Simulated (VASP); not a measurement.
# Ti (Im-3m) in VASP: further runs, part 2 of 2

VASP 6.6.1. Earlier steps stand in the parts before.

## 4. Single point, PBE, collinear spin (18.03 Å³/atom)

INCAR reads:

```
ALGO = Normal ; EDIFF = 1E-6
ENCUT = 520 ; GGA = PE
ISIF = 2 ; ISMEAR = 0
ISPIN = 2 ; LASPH = T
LCHARG = F ; LMAXMIX = 4
LORBIT = 11 ; LREAL = F
LWAVE = F ; MAGMOM = 0.9
NBANDS = 16 ; NELM = 150
NUPDOWN = 0.9 ; PREC = Accurate
SIGMA = 0.15
```

KPOINTS reads:

```
k-points
0
Gamma
  22 22 22
```

POSCAR reads:

```
Ti
1.0
   -1.6518192362      1.6518192362      1.6518192362
    1.6518192362     -1.6518192362      1.6518192362
    1.6518192362      1.6518192362     -1.6518192362
Ti
1
Direct
    0.0000000000      0.0000000000      0.0000000000
```

Potentials or basis: VASP PAW PBE potentials, release 64 (Ti_sv).

On the command line:

```console
> cat potpaw_PBE.64/Ti_sv/POTCAR > POTCAR
> mpirun -np 1 vasp_std > vasp.out
```

OUTCAR:

```text
EDIFF = 1E-6
   ENCUT = 520
   GGA = PE
   ISIF = 2
   ISMEAR = 0
   ISPIN = 2
   LASPH = T
   LORBIT = 11
   LREAL = F
   NELM = 150
   NUPDOWN = 0.9
   PREC = Accurate

 ion  position               nearest neighbor table
   1  0.000  0.000  0.000-

  LATTYP: Found a body centered cubic cell.
 ALAT       =     3.3036384724

  Lattice vectors:

 A1 = (  -1.6518192362,   1.6518192362,   1.6518192362)
 A2 = (   1.6518192362,  -1.6518192362,   1.6518192362)
 A3 = (   1.6518192362,   1.6518192362,  -1.6518192362)

Analysis of symmetry for initial positions (statically):
=====================================================================
 Subroutine PRICEL returns:
 Original cell was already a primitive cell.

 Routine SETGRP: Setting up the symmetry group for a
 body centered cubic supercell.

 Subroutine GETGRP returns: Found 48 space group operations
 (whereof 48 operations were pure point group operations)
 out of a pool of 48 trial point group operations.

The static configuration has the point symmetry O_h .

Analysis of symmetry for dynamics (positions and initial velocities):
=====================================================================
 Subroutine PRICEL returns:
 Original cell was already a primitive cell.

 Routine SETGRP: Setting up the symmetry group for a
 body centered cubic supercell.

 Subroutine GETGRP returns: Found 48 space group operations
 (whereof 48 operations were pure point group operations)
 out of a pool of 48 trial point group operations.

The dynamic configuration has the point symmetry O_h .

Analysis of structural, dynamic, and magnetic symmetry:
=====================================================================
 Subroutine PRICEL returns:
 Original cell was already a primitive cell.

[... 135 lines left out ...]
   LRPA    =     F    only Hartree local field effects (RPA)
 spin polarized calculation
 Gauss-broadening in eV      SIGMA  =   0.15
  energy-cutoff  :      520.00
  volume of cell :       18.03
 maximum number of plane-waves:       496
 NGX is ok and might be reduce to    24
   NGX = 11   NGY = 11   NGZ = 11

 number of electron      12.0000003 magnetization       0.9000000

 Free energy of the ion-electron system (eV)
  ---------------------------------------------------
  ext. energy  EPLUGINS =         0.00000000
  ---------------------------------------------------
  free energy    TOTEN  =        -7.71380885 eV

  energy without entropy =       -7.68762539  energy(sigma->0) =       -7.70071712

 E-fermi :   7.7037     XC(G=0): -11.3035

 val. band max:        7.7595172982   @ k =  -0.2727   0.3636   0.0909
 cond. band min:       7.7043058185   @ k =   0.3636   0.2727  -0.0000
 fundamental gap:     -0.0552114798
 Fermi energy:         7.7610854330

 spin component 1

 k-point     1 :       0.0000    0.0000    0.0000
  band No.  band energies     occupation
      1     -49.1568      1.00000
      2     -25.0543      1.00000
      3     -25.0543      1.00000
      4     -25.0543      1.00000
      5       1.5334      1.00000
      6       8.3045      0.00000
[... 435 lines left out ...]
      5       2.7541      1.00000
      6       7.8655      0.16255
[... 8 lines left out ...]
     15      29.0516      0.00000
     16      30.9368      0.00000

 [... further k-points ...]

 spin component 2

 k-point     1 :       0.0000    0.0000    0.0000
  band No.  band energies     occupation
      1     -48.5971      1.00000
      2     -24.4957      1.00000
      3     -24.4957      1.00000
      4     -24.4957      1.00000
      5       2.1678      1.00000
      6       9.0662      0.00000
[... 435 lines left out ...]
      5       3.3875      1.00000
      6       8.6154      0.00000
[... 8 lines left out ...]
     15      29.5662      0.00000
     16      31.6417      0.00000

 [... further k-points ...]

------------------------ aborting loop because EDIFF is reached ----------------------------------------

  FORCE on cell =-STRESS in cart. coord.  units (eV):
  Direction    XX          YY          ZZ          XY          YZ          ZX
  --------------------------------------------------------------------------------------
  -------------------------------------------------------------------------------------
  Total       -0.3147079     -0.3147079     -0.3147079     -0.0000000     -0.0000000     -0.0000000
  in kB      -27.9685975    -27.9685975    -27.9685975     -0.0000000     -0.0000000     -0.0000000
  external PRESSURE =     -27.9685975 kB  Pullay stress =       0.0000000 kB

 VOLUME and BASIS-vectors are now :
 -----------------------------------------------------------------------------
  energy-cutoff  :      520.00
  volume of cell :       18.03
      direct lattice vectors                 reciprocal lattice vectors
    -1.651819236  1.651819236  1.651819236     0.000000000  0.302696560  0.302696560
     1.651819236 -1.651819236  1.651819236     0.302696560  0.000000000  0.302696560
     1.651819236  1.651819236 -1.651819236     0.302696560  0.302696560  0.000000000

 POSITION                                       TOTAL-FORCE (eV/Angst)
 -----------------------------------------------------------------------------------
      0.00000      0.00000      0.00000         0.000000      0.000000      0.000000
 -----------------------------------------------------------------------------------
    total drift:                               -0.000000      0.000000      0.000000

  FREE ENERGIE OF THE ION-ELECTRON SYSTEM (eV)
  ---------------------------------------------------
  free  energy   TOTEN  =        -7.7138088532 eV

  energy  without entropy=       -7.6876253860  energy(sigma->0) =       -7.70071712

 total charge

# of ion       s       p       d       tot
------------------------------------------
    1        2.236   6.109   1.877  10.223

 magnetization (x)

# of ion       s       p       d       tot
------------------------------------------
    1        0.005   0.047   0.575   0.627
```

OSZICAR:

```text
N       E                     dE             d eps       ncg     rms          rms(c)
DAV:   1     0.907574226369E+02    0.90757E+02   -0.56891E+03 21104   0.851E+02
DAV:   2    -0.448042117397E+01   -0.95238E+02   -0.91153E+02 23472   0.249E+02
DAV:   3    -0.861835069850E+01   -0.41379E+01   -0.41098E+01 24920   0.521E+01
DAV:   4    -0.869700153422E+01   -0.78651E-01   -0.78625E-01 25328   0.671E+00
DAV:   5    -0.869853815764E+01   -0.15366E-02   -0.15366E-02 24416   0.847E-01    0.832E+00
DAV:   6    -0.770139201405E+01    0.99715E+00   -0.12408E+00 21824   0.161E+01    0.246E+00
DAV:   7    -0.770168164234E+01   -0.28963E-03   -0.10903E-01 27704   0.315E+00    0.145E+00
DAV:   8    -0.770841664906E+01   -0.67350E-02   -0.23420E-02 21896   0.152E+00    0.900E-01
DAV:   9    -0.771342359009E+01   -0.50069E-02   -0.10999E-02 22312   0.962E-01    0.228E-01
DAV:  10    -0.771376313005E+01   -0.33954E-03   -0.11786E-03 26544   0.253E-01    0.571E-02
DAV:  11    -0.771381087636E+01   -0.47746E-04   -0.11373E-04 23920   0.879E-02    0.261E-02
DAV:  12    -0.771381091458E+01   -0.38220E-07   -0.29311E-05 23192   0.437E-02    0.933E-03
DAV:  13    -0.771380884525E+01    0.20693E-05   -0.24287E-06 25752   0.123E-02    0.286E-03
DAV:  14    -0.771380885315E+01   -0.79037E-08   -0.19366E-07 13264   0.449E-03
   1 F= -.77138089E+01 E0= -.77007171E+01  d E =-.261835E-01  mag=     0.9000
```

Run time: 3.4 min. Hardware: 1 thread of Intel Xeon 8259CL, shared host; peak memory 0.25 GiB.

Results:

```yaml
Free_energy: -7.7138 eV
Pressure: -2.8 GPa
Net_moment: 0.90 μB per cell
Site_moments: Ti +0.63 μB
Valence_electrons_inside_the_program's_atomic_spheres: Ti 10.22
```

Caveat: the total moment is fixed, so each spin has its own Fermi level and the state may be an excited one.

## 5. Single point, PBE, collinear spin (18.03 Å³/atom)

INCAR reads:

```
PREC = Accurate
ENCUT = 520
EDIFF = 1E-7
ISMEAR = 0
SIGMA = 0.15
LREAL = F
LASPH = T
NELM = 150
ALGO = Fast
ISIF = 2
LWAVE = F
LCHARG = F
ISPIN = 2
MAGMOM = 0.5
LORBIT = 11
NUPDOWN = 0.5
LMAXMIX = 4
GGA = PE
NBANDS = 16
```

KPOINTS reads:

```
Automatic mesh
0
Gamma
  22 22 22
```

POSCAR is that of step 4.

Potentials or basis: VASP PAW PBE potentials, release 64 (Ti_sv).

On the command line:

```console
> cat potpaw_PBE.64/Ti_sv/POTCAR > POTCAR
> mpirun -np 1 vasp_std > vasp.out
```

OUTCAR:

```text
PREC = Accurate
   ENCUT = 520
   EDIFF = 1E-7
   ISMEAR = 0
   LREAL = F
   LASPH = T
   NELM = 150
   ISIF = 2
   ISPIN = 2
   LORBIT = 11
   NUPDOWN = 0.5
   GGA = PE

 ion  position               nearest neighbor table
   1  0.000  0.000  0.000-

  LATTYP: Found a body centered cubic cell.
 ALAT       =     3.3036384724

  Lattice vectors:

 A1 = (  -1.6518192362,   1.6518192362,   1.6518192362)
 A2 = (   1.6518192362,  -1.6518192362,   1.6518192362)
[... 1121 lines left out ...]
  --------------------------------------------------------------------------------------
  -------------------------------------------------------------------------------------
  Total       -0.4459998     -0.4459998     -0.4459998      0.0000000      0.0000000     -0.0000000
  in kB      -39.6367164    -39.6367164    -39.6367164      0.0000000      0.0000000     -0.0000000
  external PRESSURE =     -39.6367164 kB  Pullay stress =       0.0000000 kB

 VOLUME and BASIS-vectors are now :
 -----------------------------------------------------------------------------
  energy-cutoff  :      520.00
  volume of cell :       18.03
      direct lattice vectors                 reciprocal lattice vectors
    -1.651819236  1.651819236  1.651819236     0.000000000  0.302696560  0.302696560
     1.651819236 -1.651819236  1.651819236     0.302696560  0.000000000  0.302696560
     1.651819236  1.651819236 -1.651819236     0.302696560  0.302696560  0.000000000

 POSITION                                       TOTAL-FORCE (eV/Angst)
 -----------------------------------------------------------------------------------
      0.00000      0.00000      0.00000         0.000000     -0.000000      0.000000
 -----------------------------------------------------------------------------------
    total drift:                                0.000000      0.000000      0.000000

  FREE ENERGIE OF THE ION-ELECTRON SYSTEM (eV)
  ---------------------------------------------------
  free  energy   TOTEN  =        -7.7220598960 eV

  energy  without entropy=       -7.6933022819  energy(sigma->0) =       -7.70768109

 total charge

# of ion       s       p       d       tot
------------------------------------------
    1        2.236   6.107   1.879  10.222

 magnetization (x)

# of ion       s       p       d       tot
------------------------------------------
    1        0.003   0.027   0.318   0.347
```

OSZICAR:

```text
N       E                     dE             d eps       ncg     rms          rms(c)
DAV:   1     0.904216052390E+02    0.90422E+02   -0.56903E+03 21104   0.851E+02
DAV:   2    -0.458381706850E+01   -0.95005E+02   -0.90984E+02 23472   0.249E+02
DAV:   3    -0.871893075358E+01   -0.41351E+01   -0.41078E+01 24944   0.521E+01
DAV:   4    -0.879760574100E+01   -0.78675E-01   -0.78648E-01 25352   0.670E+00
DAV:   5    -0.879914030967E+01   -0.15346E-02   -0.15346E-02 24360   0.846E-01    0.814E+00
RMM:   6    -0.770438249457E+01    0.10948E+01   -0.95054E-01 26077   0.934E+00    0.187E+00
RMM:   7    -0.770780163891E+01   -0.34191E-02   -0.12716E-01 28300   0.252E+00    0.122E+00
RMM:   8    -0.771550063646E+01   -0.76990E-02   -0.38179E-02 30192   0.145E+00    0.817E-01
RMM:   9    -0.772188385148E+01   -0.63832E-02   -0.31739E-02 30846   0.144E+00    0.210E-01
RMM:  10    -0.772193136111E+01   -0.47510E-04   -0.38028E-03 31112   0.443E-01    0.134E-01
RMM:  11    -0.772201234006E+01   -0.80979E-04   -0.12017E-03 31363   0.241E-01    0.564E-02
RMM:  12    -0.772203433906E+01   -0.21999E-04   -0.46580E-04 31033   0.161E-01    0.292E-02
RMM:  13    -0.772205437700E+01   -0.20038E-04   -0.97620E-05 31504   0.518E-02    0.152E-02
RMM:  14    -0.772205791657E+01   -0.35396E-05   -0.27546E-05 31342   0.245E-02    0.103E-02
RMM:  15    -0.772205882668E+01   -0.91011E-06   -0.10568E-05 30399   0.218E-02    0.448E-03
RMM:  16    -0.772205972181E+01   -0.89513E-06   -0.31451E-06 25811   0.781E-03    0.388E-03
RMM:  17    -0.772205984537E+01   -0.12357E-06   -0.79168E-07 22103   0.349E-03    0.288E-03
RMM:  18    -0.772205989600E+01   -0.50631E-07   -0.31681E-07 19527   0.184E-03
   1 F= -.77220599E+01 E0= -.77076811E+01  d E =-.287576E-01  mag=     0.5000
```

Run time: 4.4 min. Hardware: 1 thread of Intel Xeon 8259CL, shared host; peak memory 0.26 GiB.

Results:

- Free energy: -7.7221 eV
- Pressure: -4.0 GPa
- Net moment: 0.50 μB per cell
- Site moments: Ti +0.35 μB
- Valence electrons inside the program's atomic spheres: Ti 10.22

Caveat: the cell stands under tension; the total moment is fixed, so each spin has its own Fermi level and the state may be an excited one.

## 6. Summary

```csv
fixed moment (μB),pressure (GPa),moment (μB)
0.3,-4.3,0.30
0.7,-3.4,0.70
0.9,-2.8,0.90
0.5,-4.0,0.50
```

Alike in all rows: task single point; level PBE; potentials or basis VASP PAW PBE potentials, release 64 (Ti_sv); spin collinear; cell as given; k mesh 22 × 22 × 22; cutoff (eV) 520; smearing gaussian 0.15 eV.

Caveats: the total moment is fixed, so each spin has its own Fermi level and the state may be an excited one; the cell stands under tension (at least some runs).

Absolute energies hang on the potentials; compare differences alone.
